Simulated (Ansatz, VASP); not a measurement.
**C: VASP beside Ansatz**

```
CELL_PARAMETERS angstrom
0.00000 1.77924 1.82266
1.77924 0.00000 1.82266
1.77924 1.77924 0.00000
ATOMIC_POSITIONS crystal
C 0.50000 0.50000 0.50000
C 0.75000 0.75000 0.75000
```

Alike in both runs: task single point; functional LDA; k mesh 12 × 12 × 12; occupations gaussian, width 0.05 eV; no spin polarisation.

```csv
,VASP,Ansatz
version,VASP 6.6.1,Ansatz 0.2.0
potentials or method,"VASP PAW LDA potentials, release 64 (C), cutoff 520 eV","scalar-relativistic, plane waves, PAW"
valence electrons in the cell,8,8
```

```tsv
	VASP	Ansatz	Ansatz less VASP
gap on the k mesh at the Fermi level (eV)	3.78	3.79	+0.008
least direct gap on the mesh (eV)	5.28	5.28	-0.001
pressure (GPa)	-18.7	-20.1	-1.45
traceless stress, the component that is largest in VASP (GPa)	-14.95	-14.97	-0.021
```

Ansatz warns that its potentials were made for another functional, while VASP's fit it. LDA's correlation is that of Perdew and Zunger in VASP and of Perdew and Wang (1992) in Ansatz.
